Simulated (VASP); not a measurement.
## BN: single point with HF

Crystal: BN.

```
B N
1.0
     3.51688    0.00000    0.00000
     0.00000    3.51688    0.00000
     0.00000    0.00000    3.51688
B N
4 4
Direct
  0.00000 0.00000 0.00000
  0.50000 0.50000 0.00000
  0.50000 0.00000 0.50000
  0.00000 0.50000 0.50000
  0.25000 0.25000 0.25000
  0.75000 0.75000 0.25000
  0.75000 0.25000 0.75000
  0.25000 0.75000 0.75000
```

```
Program                            : VASP 6.6.1
Task                               : single point
Functional                         : HF
Potentials or basis                : VASP PAW PBE potentials, release 64 (B, N)
Cutoff                             : 520 eV
k mesh                             : 1 × 1 × 1
Occupations                        : gaussian, width 0.01 eV
Spin                               : no spin polarisation
Dipole correction                  : no
Grid for exact exchange (PRECFOCK) : Normal
Further INCAR settings             : ALGO = Normal; EDIFF = 1e-06; NBANDS = 26
```

| Quantity | Value |
| --- | --- |
| Pressure | 53.0 GPa |
| Band gap on the k mesh | 16.62 eV |

Levels at points of the mesh, in eV from the valence-band top:
```tsv
k point	band 13	band 14	band 15	band 16	band 17	band 18	band 19	band 20
(0.00, 0.00, 0.00)	-6.32	0.00	0.00	0.00	16.62	16.62	16.62	21.88
```

Run time: 24 s on 1 thread of AMD EPYC 7R13, on a shared host, peak memory 0.12 GiB.

Caveat: the k points lie up to 1.79 Å⁻¹ apart; the PAW data sets were made with another functional, which shifts forces and pressure a little. A k mesh can miss the band edges.
